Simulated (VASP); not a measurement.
Here is a VASP 6.6.1 calculation.

File INCAR:

```
SYSTEM = MoSe
  PREC = Accurate
  ENCUT = 520
  EDIFF = 1E-6
  ISMEAR = 0
  SIGMA = 0.1
  LREAL = .FALSE.
  LASPH = .TRUE.
  NELM = 150
  ALGO = Normal
  ISIF = 2
  LWAVE = .FALSE.
  LCHARG = .FALSE.
  ISPIN = 2
  MAGMOM = 3.5 0
  LORBIT = 11
  LMAXMIX = 4
  GGA = PS
  NBANDS = 21
```

The input KPOINTS:

```
Automatic mesh
0
G
  14 14 14
  0 0 0
```

The input POSCAR:

```
MoSe
1.0
    0.0000000000      2.7209018999      2.7209018999
    2.7209018999      0.0000000000      2.7209018999
    2.7209018999      2.7209018999      0.0000000000
Mo Se
1 1
Direct
    0.0000000000      0.0000000000      0.0000000000
    0.5000000000      0.5000000000      0.5000000000
```

Potentials or basis: VASP PAW PBE potentials, release 64 (Mo_sv, Se).

Run with:

```sh
$ cat potpaw_PBE.64/Mo_sv/POTCAR potpaw_PBE.64/Se/POTCAR > POTCAR
$ mpirun -np 1 vasp_std > vasp.out
```

**Question.** Predict the net moment.

**Answer.** 2.65 μB per cell.

**Question.** What does it give for the site moments?

**Answer.** Mo +2.31; Se +0.01 μB.

**Question.** What does it give for the pressure?

**Answer.** -9.5 GPa.

Caveat: the cell stands under tension; the PAW data sets were made with another functional, which shifts forces and pressure a little.
